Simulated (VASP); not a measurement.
A run of VASP 6.6.1 is set up as follows.

Contents of INCAR:

```
ALGO = Normal
EDIFF = 1E-6
ENCUT = 520
GGA = PE
ISIF = 2
ISMEAR = 0
ISPIN = 2
LASPH = T
LCHARG = T
LELF = T
LMAXMIX = 4
LORBIT = 11
LREAL = F
LVHAR = T
LWAVE = F
MAGMOM = 2.74 0.35
NBANDS = 18
NELM = 150
PREC = Accurate
SIGMA = 0.1
```

File KPOINTS:

```
k-points
0
Gamma
  16 16 16
```

Contents of POSCAR:

```
CoO
1.0
    0.0000000000      2.1927245800      2.1927245800
    2.1927245800      0.0000000000      2.1927245800
    2.1927245800      2.1927245800      0.0000000000
Co O
1 1
Direct
    0.0000000000      0.0000000000      0.0000000000
    0.5000000000      0.5000000000      0.5000000000
```

Potentials or basis: VASP PAW PBE potentials, release 64 (Co, O).

Run with:

```sh
$ cat potpaw_PBE.64/Co/POTCAR potpaw_PBE.64/O/POTCAR > POTCAR
$ mpirun -np 1 vasp_std > vasp.out
```

Q: Estimate the pressure.

A: -14.4 GPa.

Q: Predict the band gap on the k mesh.

A: Zero (filled and empty bands overlap).

Caveat: a cell with one magnetic atom can't hold antiferromagnetic order, which such compounds often take; semilocal functionals often make such compounds metallic where correlation or magnetic order opens a gap, which also shifts bond lengths.
